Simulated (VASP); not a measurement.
Wanted: the native input for a VASP 6.6.1 run.

| Property | Result |
| --- | --- |
| Task | single point |
| Functional | PBEsol |
| Potentials or basis | VASP PAW PBE potentials, release 64 (Mn_pv, F) |
| Cutoff | 520 eV |
| k mesh | 5 × 5 × 7 |
| Occupations | fermi-dirac, width 0.05 eV |
| Spin | collinear spin, ferromagnetic start |
| Starting moments | [4.0, 4.0, 0.0, 0.0, 0.0, 0.0] μB |
| Dipole correction | no |
| Further INCAR settings | ALGO = Normal; EDIFF = 1e-07; NBANDS = 40 |

The structure of MnF2 lies in POSCAR:

```
MnF2
1.0
    4.9693889739      0.0000000000      0.0000000000
    0.0000000000      4.9693889739      0.0000000000
    0.0000000000      0.0000000000      3.3756321712
Mn F
2 4
Direct
    0.5000000000      0.5000000000      0.5000000000
    0.0000000000      0.0000000000      0.0000000000
    0.8053000000      0.1947000000      0.5000000000
    0.6947000000      0.6947000000      0.0000000000
    0.1947000000      0.8053000000      0.5000000000
    0.3053000000      0.3053000000      0.0000000000
```

One way to write it, as run:

INCAR

```
PREC = Accurate
ENCUT = 520
EDIFF = 1E-7
ISMEAR = -1
SIGMA = 0.05
LREAL = False
LASPH = True
NELM = 150
ALGO = Normal
ISIF = 2
LWAVE = False
LCHARG = True
ISPIN = 2
MAGMOM = 4 4 0 0 0 0
LORBIT = 11
LMAXMIX = 4
GGA = PS
LELF = True
LVHAR = True
NBANDS = 40
```

KPOINTS

```
Automatic mesh
0
Gamma
  5 5 7
```

Potentials or basis: VASP PAW PBE potentials, release 64 (Mn_pv, F).

The run is started by

```sh
$ cat potpaw_PBE.64/Mn_pv/POTCAR potpaw_PBE.64/F/POTCAR > POTCAR
$ mpirun -np 1 vasp_std > vasp.out
```

Results of the run:

```
Pressure                                              : -5.6 GPa
Largest force                                         : 0.062 eV/Å
Band gap on the k mesh                                : 1.05 eV, direct
Net moment                                            : 10.00 μB per cell
Site moments                                          : Mn +4.59; F +0.08 μB
Valence electrons inside the program's atomic spheres : Mn 11.21; F 6.07
```

Caveat: the PAW data sets were made with another functional, which shifts forces and pressure a little; only a ferromagnetic start was run, and an antiferromagnetic order may lie lower in energy.

It took 2.9 min on 1 thread of Oxide Virtual Turin-like Processor, on a shared host, peak memory 0.26 GiB.
